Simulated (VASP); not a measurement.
Here is a VASP 6.6.1 calculation.

Contents of POSCAR:

```
MgB2
1.0
    3.0673030010      0.0000000000      0.0000000000
   -1.5336515005      2.6563623200      0.0000000000
    0.0000000000      0.0000000000      3.4219048947
Mg B
1 2
Direct
    0.0000000000      0.0000000000      0.0000000000
    0.3333333333      0.6666666667      0.5000000000
    0.6666666667      0.3333333333      0.5000000000
```

INCAR.step1

```
SYSTEM = MgB2
  PREC = Accurate
  ENCUT = 660
  ISMEAR = 1
  SIGMA = 0.1
  LREAL = .FALSE.
  LASPH = .TRUE.
  NELM = 120
  NBANDS = 11
  GGA = PE
  ALGO = Normal
  EDIFF = 1E-5
  LWAVE = .TRUE.
  LCHARG = .FALSE.
  GGA_COMPAT = .FALSE.
```

Contents of INCAR.step2:

```
SYSTEM = MgB2
  PREC = Accurate
  ENCUT = 660
  EDIFF = 1E-6
  ISMEAR = 1
  SIGMA = 0.1
  LREAL = .FALSE.
  LASPH = .TRUE.
  NELM = 120
  ALGO = Normal
  ISIF = 2
  LWAVE = .FALSE.
  LCHARG = .TRUE.
  METAGGA = R2SCAN
  LMIXTAU = .TRUE.
  LELF = .TRUE.
  LVHAR = .TRUE.
  NBANDS = 11
  ISTART = 1
  GGA_COMPAT = .FALSE.
```

The input KPOINTS:

```
Automatic mesh
0
G
  7 7 5
  0 0 0
```

Potentials or basis: VASP PAW PBE potentials, release 64 (Mg, B).

Command:

```sh
$ cat potpaw_PBE.64/Mg/POTCAR potpaw_PBE.64/B/POTCAR > POTCAR
$ cp INCAR.step1 INCAR
$ mpirun -np 1 vasp_std > vasp.out
$ cp INCAR.step2 INCAR
$ mpirun -np 1 vasp_std > vasp.out
```

Estimate the pressure.

2.8 GPa.

Predict the band gap on the k mesh.

zero (bands 4 and 5 overlap by 1.97 eV).

Stress tensor (GPa, compression positive):
```
1.33 0.00 0.00
0.00 1.33 0.00
0.00 0.00 5.65
```

Caveat: the k points lie up to 0.37 Å⁻¹ apart, too coarse for converged energies and pressures of a metal; the PAW data sets were made with another functional, which shifts forces and pressure a little.
